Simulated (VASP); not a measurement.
# Ba (P4/mmm) in VASP: settings compared

The runs below take Ba through single point, with PBE, r2SCAN.

Program: VASP 6.6.1. These are calculated values, not measurements. Logs are shortened: lines on timing, memory, paths and dates and some standing lists are left out, and cuts for length are marked.

## Step 1: The cell of the first run

The structure is tetragonal, space group P4/mmm (No. 123). Conventional cell: a = 4.000 Å, b = 4.000 Å, c = 3.606 Å, α = 90.00°, β = 90.00°, γ = 90.00°. Ba (site symmetry 4/mmm) has 6 Ba at 3.61 to 4.00 Å within 4.7 Å.

## Step 2: Single point, PBE

File INCAR:

```
SYSTEM = Ba
PREC = Accurate ; ENCUT = 500
EDIFF = 1E-6 ; ISMEAR = -1
SIGMA = 0.06 ; LREAL = .FALSE.
LASPH = .TRUE. ; NELM = 120
ALGO = Normal ; ISIF = 2
LWAVE = .FALSE. ; LCHARG = .FALSE.
GGA = PE ; NBANDS = 11
GGA_COMPAT = .FALSE.
```

File KPOINTS:

```
regular mesh
0
G
  4 4 4
  0 0 0
```

File POSCAR:

```
Ba
1.0
    3.9996500000      0.0000000000      0.0000000000
    0.0000000000      3.9996500000      0.0000000000
    0.0000000000      0.0000000000      3.6055390000
Ba
1
Direct
    0.5000000000      0.5000000000      0.5000000000
```

Potentials or basis: VASP PAW PBE potentials, release 64 (Ba_sv).

Command:

```sh
> cat potpaw_PBE.64/Ba_sv/POTCAR > POTCAR
> mpirun -np 1 vasp_std > vasp.out
```

OUTCAR:

```text
SYSTEM = Ba
   PREC = Accurate
   ENCUT = 500
   EDIFF = 1E-6
   ISMEAR = -1
   LREAL = .FALSE.
   LASPH = .TRUE.
   NELM = 120
   ISIF = 2
   GGA = PE

 ion  position               nearest neighbor table
   1  0.500  0.500  0.500-

  LATTYP: Found a simple tetragonal cell.
 ALAT       =     3.9996500000
 C/A-ratio  =     0.9014636281

  Lattice vectors:

 A1 = (   3.9996500000,   0.0000000000,   0.0000000000)
 A2 = (   0.0000000000,   3.9996500000,   0.0000000000)
 A3 = (   0.0000000000,   0.0000000000,   3.6055390000)

Analysis of symmetry for initial positions (statically):
=====================================================================
 Subroutine PRICEL returns:
 Original cell was already a primitive cell.

 Routine SETGRP: Setting up the symmetry group for a
 simple tetragonal supercell.

 Subroutine GETGRP returns: Found 16 space group operations
 (whereof 16 operations were pure point group operations)
 out of a pool of 16 trial point group operations.

The static configuration has the point symmetry D_4h.

Analysis of symmetry for dynamics (positions and initial velocities):
=====================================================================
 Subroutine PRICEL returns:
 Original cell was already a primitive cell.

 Routine SETGRP: Setting up the symmetry group for a
 simple tetragonal supercell.

 Subroutine GETGRP returns: Found 16 space group operations
 (whereof 16 operations were pure point group operations)
 out of a pool of 16 trial point group operations.

The dynamic configuration has the point symmetry D_4h.

 Subroutine INISYM returns: Found 16 space group operations
 (whereof 16 operations are pure point group operations),
 and found     1 'primitive' translations

----------------------------------------------------------------------------------------

                                     Primitive cell

  volume of cell :      57.6785

  direct lattice vectors                    reciprocal lattice vectors
     3.999650000  0.000000000  0.000000000     0.250021877  0.000000000  0.000000000
     0.000000000  3.999650000  0.000000000     0.000000000  0.250021877  0.000000000
     0.000000000  0.000000000  3.605539000     0.000000000  0.000000000  0.277351042

  length of vectors
     3.999650000  3.999650000  3.605539000     0.250021877  0.250021877  0.277351042

  position of ions in fractional coordinates (direct lattice)
     0.500000000  0.500000000  0.500000000

  ion indices of the primitive-cell ions
   primitive index   ion index
                 1           1

----------------------------------------------------------------------------------------

 KPOINTS: regular mesh

Automatic generation of k-mesh.
 Grid dimensions read from file:
 generate k-points for:    4    4    4

 Generating k-lattice:

  Cartesian coordinates                     Fractional coordinates (reciprocal lattice)
     0.062505469  0.000000000  0.000000000     0.250000000  0.000000000  0.000000000
     0.000000000  0.062505469  0.000000000     0.000000000  0.250000000  0.000000000
     0.000000000  0.000000000  0.069337761     0.000000000  0.000000000  0.250000000

  Length of vectors
     0.062505469  0.062505469  0.069337761

  Shift w.r.t. Gamma in fractional coordinates (k-lattice)
     0.000000000  0.000000000  0.000000000

 Subroutine IBZKPT returns following result:
 ===========================================

 Found     18 irreducible k-points:

 Following reciprocal coordinates:
            Coordinates               Weight
  0.000000  0.000000  0.000000      1.000000
  0.250000  0.000000  0.000000      4.000000
  0.500000  0.000000  0.000000      2.000000
  0.250000  0.250000  0.000000      4.000000
  0.500000  0.250000  0.000000      4.000000
  0.500000  0.500000  0.000000      1.000000
[... 10 lines left out ...]
  0.500000  0.250000  0.500000      4.000000
  0.500000  0.500000  0.500000      1.000000
   k-points           NKPTS =     18   k-points in BZ     NKDIM =     18   number of bands    NBANDS=     11
   number of dos      NEDOS =    301   number of ions     NIONS =      1
   total plane-waves  NPLWV =  25200
   dimension x,y,z NGX =    30 NGY =   30 NGZ =   28
   dimension x,y,z NGXF=    60 NGYF=   60 NGZF=   56
   ions per type =               1
   NGX,Y,Z   is equivalent  to a cutoff of  12.47, 12.47, 12.91 a.u.
   NGXF,Y,Z  is equivalent  to a cutoff of  24.94, 24.94, 25.82 a.u.
 SYSTEM =  Ba
   PREC   = accura    normal or accurate (medium, high low for compatibility)
   ISTART =      0    job   : 0-new  1-cont  2-samecut
   ICHARG =      2    charge: 1-file 2-atom 10-const
   ISPIN  =      1    spin polarized calculation?
   LNONCOLLINEAR =      F non collinear calculations
   LSORBIT =      F    spin-orbit coupling
   LASPH  =      T    aspherical Exc in radial PAW
   ENCUT  =  500.0 eV  36.75 Ry    6.06 a.u.   7.29  7.29  6.57*2*pi/ulx,y,z
   NELM   =    120;   NELMIN=  2; NELMDL= -5     # of ELM steps
   EDIFF  = 0.1E-05   stopping-criterion for ELM
   LREAL  =      F    real-space projection
   EDIFFG = 0.1E-04   stopping-criterion for IOM
   NSW    =      0    number of steps for IOM
   IBRION =     -1    ionic relax: 0-MD 1-quasi-New 2-CG
   NFREE  =      0    steps in history (QN), initial steepest desc. (CG)
   ISIF   =      2    stress and relaxation
   ISYM   =      2    0-nonsym 1-usesym 2-fastsym
   POTIM  = 0.5000    time-step for ionic-motion
   TEBEG  =    0.0;   TEEND  =   0.0 temperature during run
   PSTRESS=    0.0 pullay stress
   NELECT =      10.0000    total number of electrons
   NUPDOWN=      -1.0000    fix difference up-down
   EMIN   =  10.00;   EMAX   =-10.00  energy-range for DOS
   EFERMI =   0.00;   METHOD = LEGACY
   ISMEAR =    -1;   SIGMA  =   0.06  broadening in eV -4-tet -1-fermi 0-gaus
   EFERMI_NEDOS =   21; number of points for ismear=-14 and -15
   IALGO  =     38    algorithm
   IMIX   =      4    mixing-type and parameters
     AMIX     =   0.40;   BMIX     =  1.00
     AMIX_MAG =   1.60;   BMIX_MAG =  1.00
  volume/ion in A,a.u.               =      57.68       389.23
  Fermi-wavevector in a.u.,A,eV,Ry     =   0.912858  1.725052 11.337878  0.833311
  Thomas-Fermi vector in A             =   2.037303
   LORBIT       =      0    0 simple, 1 ext, 2 COOP (PROOUT), +10 PAW based schemes
   GGA     = PE    functional components
   LHFCALC =     F    Hartree Fock is set to
   AEXX    =    0.0000 exact exchange contribution
   IVDW    =     0    specifies the selected vdW correction
   LEPSILON=     F    determine dielectric tensor
   LRPA    =     F    only Hartree local field effects (RPA)
 non-spin polarized calculation
  energy-cutoff  :      500.00
  volume of cell :       57.68
 maximum number of plane-waves:      1474
 NGX is ok and might be reduce to    30
   NGX = 15   NGY = 15   NGZ = 13

 number of electron      10.0000000 magnetization

 number of electron       9.9999999 magnetization

 Free energy of the ion-electron system (eV)
  ---------------------------------------------------
  ext. energy  EPLUGINS =         0.00000000
  ---------------------------------------------------
  free energy    TOTEN  =        -1.53084058 eV

  energy without entropy =       -1.50858091  energy(sigma->0) =       -1.51971075

 E-fermi :   1.7675     XC(G=0):  -7.6667

 val. band max:        1.6947637734   @ k =   0.5000   0.2500   0.2500
 cond. band min:       1.8171672500   @ k =   0.5000   0.2500   0.0000
 fundamental gap:      0.1224034766
 Fermi energy:         1.7675411511

 k-point     1 :       0.0000    0.0000    0.0000
  band No.  band energies     occupation
      1     -27.2427      2.00000
      2     -12.1012      2.00000
      3     -12.1012      2.00000
      4     -11.7391      2.00000
      5      -0.6892      2.00000
      6       1.8192      0.59434
      7       1.8657      0.32596
      8       6.5582      0.00000
      9       7.3863      0.00000
     10       7.3863      0.00000
     11       9.3241      0.00000

 k-point     2 :       0.2500    0.0000    0.0000
  band No.  band energies     occupation
      1     -27.2171      2.00000
      2     -12.4418      2.00000
      3     -12.0710      2.00000
      4     -11.7131      2.00000
      5       0.1023      2.00000
      6       2.0393      0.02136
      7       2.5528      0.00000
      8       5.1848      0.00000
      9       6.2592      0.00000
     10       7.4874      0.00000
     11       7.6254      0.00000

 k-point     3 :       0.5000    0.0000    0.0000
  band No.  band energies     occupation
      1     -27.1911      2.00000
      2     -12.7530      2.00000
      3     -12.0404      2.00000
      4     -11.6868      2.00000
      5       1.1061      1.99997
      6       2.2987      0.00029
      7       2.6736      0.00000
      8       4.3762      0.00000
      9       5.5205      0.00000
     10       7.5940      0.00000
     11       8.4033      0.00000

 k-point     4 :       0.2500    0.2500    0.0000
  band No.  band energies     occupation
      1     -27.1917      2.00000
      2     -12.4131      2.00000
      3     -12.3913      2.00000
      4     -11.6877      2.00000
      5       0.8046      2.00000
      6       2.2316      0.00087
      7       3.2422      0.00000
      8       3.9711      0.00000
      9       6.3132      0.00000
     10       6.5459      0.00000
     11       8.7743      0.00000
[... 155 lines left out ...]
 k-point    16 :       0.2500    0.2500    0.5000
  band No.  band energies     occupation
      1     -27.0350      2.00000
      2     -13.0643      2.00000
      3     -12.2213      2.00000
      4     -12.2056      2.00000
      5       1.5791      1.91708
      6       2.4342      0.00003
      7       3.2845      0.00000
      8       4.4590      0.00000
      9       5.0537      0.00000
     10       7.3337      0.00000
     11       8.9985      0.00000

 k-point    17 :       0.5000    0.2500    0.5000
  band No.  band energies     occupation
      1     -27.0108      2.00000
      2     -13.0178      2.00000
      3     -12.4917      2.00000
      4     -12.1789      2.00000
      5       1.0407      1.99999
      6       2.4384      0.00003
      7       3.1606      0.00000
      8       4.6242      0.00000
      9       7.4484      0.00000
     10       7.9268      0.00000
     11       8.4314      0.00000

 k-point    18 :       0.5000    0.5000    0.5000
  band No.  band energies     occupation
      1     -26.9869      2.00000
      2     -12.9735      2.00000
      3     -12.4511      2.00000
      4     -12.4511      2.00000
      5       1.5143      1.97103
      6       1.5143      1.97103
      7       2.2864      0.00035
      8       5.9080      0.00000
      9       8.3434      0.00000
     10       8.9267      0.00000
     11       8.9269      0.00000

------------------------ aborting loop because EDIFF is reached ----------------------------------------

  FORCE on cell =-STRESS in cart. coord.  units (eV):
  Direction    XX          YY          ZZ          XY          YZ          ZX
  --------------------------------------------------------------------------------------
  -------------------------------------------------------------------------------------
  Total       -0.2737535     -0.2737535      1.1259999      0.0000000     -0.0000000      0.0000000
  in kB       -7.6042435     -7.6042435     31.2776973      0.0000000     -0.0000000      0.0000000
  external PRESSURE =       5.3564035 kB  Pullay stress =       0.0000000 kB

 VOLUME and BASIS-vectors are now :
 -----------------------------------------------------------------------------
  energy-cutoff  :      500.00
  volume of cell :       57.68
      direct lattice vectors                 reciprocal lattice vectors
     3.999650000  0.000000000  0.000000000     0.250021877  0.000000000  0.000000000
     0.000000000  3.999650000  0.000000000     0.000000000  0.250021877  0.000000000
     0.000000000  0.000000000  3.605539000     0.000000000  0.000000000  0.277351042

 POSITION                                       TOTAL-FORCE (eV/Angst)
 -----------------------------------------------------------------------------------
      1.99982      1.99982      1.80277         0.000000      0.000000      0.000000
 -----------------------------------------------------------------------------------
    total drift:                                0.000000      0.000000      0.000000

  FREE ENERGIE OF THE ION-ELECTRON SYSTEM (eV)
  ---------------------------------------------------
  free  energy   TOTEN  =        -1.5308405829 eV

  energy  without entropy=       -1.5085809104  energy(sigma->0) =       -1.51971075
```

Run time: 3.9 s. Hardware: 1 thread of Intel Xeon 6975P-C (Granite Rapids), shared host; peak memory 0.16 GiB.

What came out:

```yaml
Free_energy: -1.5308 eV
Pressure: 0.5 GPa
Band_gap_on_the_k_mesh: zero (band 5 reaches 1.69 eV, above the bottom of band 6 at 1.51 eV)
```

Caveat: the k points lie up to 0.44 Å⁻¹ apart; spin-orbit coupling is left out, which moves the levels of the heavy elements.

## Step 3: Single point, r2SCAN

POSCAR is that of step 2.

File INCAR.step1:

```
SYSTEM = Ba
PREC = Accurate
ENCUT = 520
ISMEAR = 0
SIGMA = 0.05
LREAL = .False.
LASPH = .True.
NELM = 60
NBANDS = 11
GGA = PE
ALGO = Normal
EDIFF = 1E-4
LWAVE = .True.
LCHARG = .False.
```

File INCAR.step2:

```
SYSTEM = Ba
PREC = Accurate
ENCUT = 520
EDIFF = 1E-6
ISMEAR = 0
SIGMA = 0.05
LREAL = .False.
LASPH = .True.
NELM = 60
ALGO = Normal
ISIF = 2
LWAVE = .False.
LCHARG = .True.
METAGGA = R2SCAN
LMIXTAU = .True.
LELF = .True.
LVHAR = .True.
NBANDS = 11
ISTART = 1
```

File KPOINTS:

```
Automatic mesh
0
Gamma
  6 6 6
  0 0 0
```

Potentials or basis: VASP PAW PBE potentials, release 64 (Ba_sv).

Command:

```sh
> cat potpaw_PBE.64/Ba_sv/POTCAR > POTCAR
> cp INCAR.step1 INCAR
> mpirun -np 1 vasp_std > vasp.out
> cp INCAR.step2 INCAR
> mpirun -np 1 vasp_std > vasp.out
```

Wall time 36 s (1 thread of Intel Xeon 6975P-C (Granite Rapids), shared host); peak memory 0.17 GiB.

The run converged. Its results:

* Free energy: -26.1115 eV
* Pressure: 0.6 GPa
* Band gap on the k mesh: zero (band 5 reaches 2.14 eV, above the bottom of band 6 at 1.58 eV)

Stress tensor (GPa, compression positive):
```
-0.76  0.00  0.00
 0.00 -0.76  0.00
 0.00  0.00  3.26
```

Levels at points of the mesh, in eV from the Fermi level:
```
           k point  band 3  band 4  band 5  band 6  band 7  band 8
(0.00, 0.00, 0.00)  -14.70  -14.36   -2.72    0.07    0.07    4.91
(0.50, 0.00, 0.00)  -14.64  -14.31   -0.68    0.58    0.65    2.65
(0.50, 0.50, 0.00)  -15.26  -14.26   -1.17    0.59    3.47    3.47
(0.00, 0.00, 0.50)  -14.53  -14.53   -0.13    1.13    1.14    2.21
(0.50, 0.00, 0.50)  -15.13  -14.48   -1.36    1.27    2.68    3.56
(0.50, 0.50, 0.50)  -15.04  -15.04   -0.44   -0.44    0.42    4.08
```

Caveat: the PAW data sets were made with another functional, which shifts forces and pressure a little; spin-orbit coupling is left out, which moves the levels of the heavy elements.

## Step 4: Single point, r2SCAN

POSCAR is that of step 3.

File INCAR.step1:

```
SYSTEM = Ba
PREC     = Accurate       ! precision mode
ENCUT    = 520            ! plane-wave cutoff, eV
ISMEAR   = 0              ! smearing method
SIGMA    = 0.025          ! smearing width, eV
LREAL    = .False.        ! projectors in reciprocal space
LASPH    = .True.         ! aspherical terms in the spheres
NELM     = 80             ! most SCF steps
NBANDS   = 11             ! bands
GGA      = PE             ! functional
ALGO     = Normal         ! electronic algorithm
EDIFF    = 1E-4           ! SCF threshold, eV
LWAVE    = .True.         ! write WAVECAR
LCHARG   = .False.        ! write CHGCAR
```

File INCAR.step2:

```
SYSTEM = Ba
PREC     = Accurate       ! precision mode
ENCUT    = 520            ! plane-wave cutoff, eV
EDIFF    = 1E-6           ! SCF threshold, eV
ISMEAR   = 0              ! smearing method
SIGMA    = 0.025          ! smearing width, eV
LREAL    = .False.        ! projectors in reciprocal space
LASPH    = .True.         ! aspherical terms in the spheres
NELM     = 80             ! most SCF steps
ALGO     = Normal         ! electronic algorithm
ISIF     = 2              ! what is computed and relaxed
LWAVE    = .False.        ! write WAVECAR
LCHARG   = .False.        ! write CHGCAR
METAGGA  = R2SCAN         ! meta-GGA
LMIXTAU  = .True.       
NBANDS   = 11             ! bands
ISTART   = 1
```

File KPOINTS:

```
regular mesh
0
Gamma
  6 6 6
  0 0 0
```

Command:

```sh
> cat potpaw_PBE.64/Ba_sv/POTCAR > POTCAR
> cp INCAR.step1 INCAR
> mpirun -np 1 vasp_std > vasp.out
> cp INCAR.step2 INCAR
> mpirun -np 1 vasp_std > vasp.out
```

Wall time 35 s (1 thread of Intel Xeon 6975P-C (Granite Rapids), shared host); peak memory 0.17 GiB.

It converged, with:

```
Free energy            : -26.1108 eV
Pressure               : 0.6 GPa
Band gap on the k mesh : zero (band 5 reaches 2.14 eV, above the bottom of band 6 at 1.58 eV)
```

Stress tensor (GPa, compression positive):
```
-0.77  0.00  0.00
 0.00 -0.77  0.00
 0.00  0.00  3.34
```

Levels at points of the mesh, in eV from the Fermi level:
```csv
k point,band 1,band 2,band 3,band 4,band 5,band 6,band 7,band 8,band 9,band 10
"(0.00, 0.00, 0.00)",-30.26,-14.70,-14.70,-14.36,-2.72,0.07,0.07,4.91,5.71,5.71
"(0.50, 0.00, 0.00)",-30.21,-15.36,-14.64,-14.31,-0.68,0.58,0.65,2.65,3.80,5.92
"(0.50, 0.50, 0.00)",-30.16,-15.26,-15.26,-14.26,-1.17,0.59,3.47,3.47,4.21,4.21
"(0.00, 0.00, 0.50)",-30.09,-15.80,-14.53,-14.53,-0.12,1.14,1.15,2.21,2.21,5.43
"(0.50, 0.00, 0.50)",-30.04,-15.70,-15.12,-14.48,-1.36,1.28,2.69,3.56,3.98,4.01
"(0.50, 0.50, 0.50)",-29.99,-15.60,-15.04,-15.04,-0.44,-0.44,0.42,4.08,6.68,7.63
```

Caveat: the PAW data sets were made with another functional, which shifts forces and pressure a little; spin-orbit coupling is left out, which moves the levels of the heavy elements.

## Step 5: Single point, r2SCAN

POSCAR is that of step 4.

File INCAR.step1:

```
  PREC = Accurate
  ENCUT = 520
  ISMEAR = 0
  SIGMA = 0.01
  LREAL = False
  LASPH = True
  NELM = 60
  NBANDS = 11
  GGA = PE
  ALGO = Normal
  EDIFF = 1E-4
  LWAVE = True
  LCHARG = False
```

File INCAR.step2:

```
  PREC = Accurate
  ENCUT = 520
  EDIFF = 1E-6
  ISMEAR = 0
  SIGMA = 0.01
  LREAL = False
  LASPH = True
  NELM = 60
  ALGO = Normal
  ISIF = 2
  LWAVE = False
  LCHARG = False
  METAGGA = R2SCAN
  LMIXTAU = True
  NBANDS = 11
  ISTART = 1
```

File KPOINTS:

```
regular mesh
0
Gamma
  6 6 6
```

Command:

```sh
> cat potpaw_PBE.64/Ba_sv/POTCAR > POTCAR
> cp INCAR.step1 INCAR
> mpirun -np 1 vasp_std > vasp.out
> cp INCAR.step2 INCAR
> mpirun -np 1 vasp_std > vasp.out
```

Run time: 37 s. Hardware: 1 thread of Intel Xeon 6975P-C (Granite Rapids), shared host; peak memory 0.18 GiB.

It converged, with:

```yaml
Free_energy: -26.1105 eV
Pressure: 0.6 GPa
Band_gap_on_the_k_mesh: zero (band 5 reaches 2.14 eV, above the bottom of band 6 at 1.58 eV)
```

Stress tensor (GPa, compression positive):
```
-0.77  0.00  0.00
 0.00 -0.77  0.00
 0.00  0.00  3.35
```

Levels at points of the mesh, in eV from the Fermi level:
| k point | band 3 | band 4 | band 5 | band 6 | band 7 | band 8 |
| --- | --- | --- | --- | --- | --- | --- |
| (0.00, 0.00, 0.00) | -14.70 | -14.36 | -2.72 | 0.06 | 0.07 | 4.91 |
| (0.50, 0.00, 0.00) | -14.64 | -14.31 | -0.68 | 0.58 | 0.65 | 2.65 |
| (0.50, 0.50, 0.00) | -15.26 | -14.26 | -1.17 | 0.59 | 3.47 | 3.47 |
| (0.00, 0.00, 0.50) | -14.54 | -14.54 | -0.13 | 1.13 | 1.14 | 2.21 |
| (0.50, 0.00, 0.50) | -15.13 | -14.48 | -1.36 | 1.27 | 2.68 | 3.56 |
| (0.50, 0.50, 0.50) | -15.04 | -15.04 | -0.44 | -0.44 | 0.42 | 4.08 |

Caveat: the PAW data sets were made with another functional, which shifts forces and pressure a little; spin-orbit coupling is left out, which moves the levels of the heavy elements.

## Step 6: Summary

```csv
level,k mesh,cutoff (eV),smearing,gap on the mesh (eV),pressure (GPa)
PBE,4 × 4 × 4,500,fermi-dirac 0.06 eV,none,0.5
r2SCAN,6 × 6 × 6,520,gaussian 0.05 eV,none,0.6
r2SCAN,6 × 6 × 6,520,gaussian 0.025 eV,none,0.6
r2SCAN,6 × 6 × 6,520,gaussian 0.01 eV,none,0.6
```

Alike in all rows: task single point; potentials or basis VASP PAW PBE potentials, release 64 (Ba_sv); no spin polarisation; cell as given.

Caveats: some runs use coarse meshes; spin-orbit coupling is left out, which moves the levels of the heavy elements; the PAW data sets were made with another functional, which shifts forces and pressure a little (some runs).

Total energies depend on the potentials used, so only differences within one code and one set of settings carry meaning.
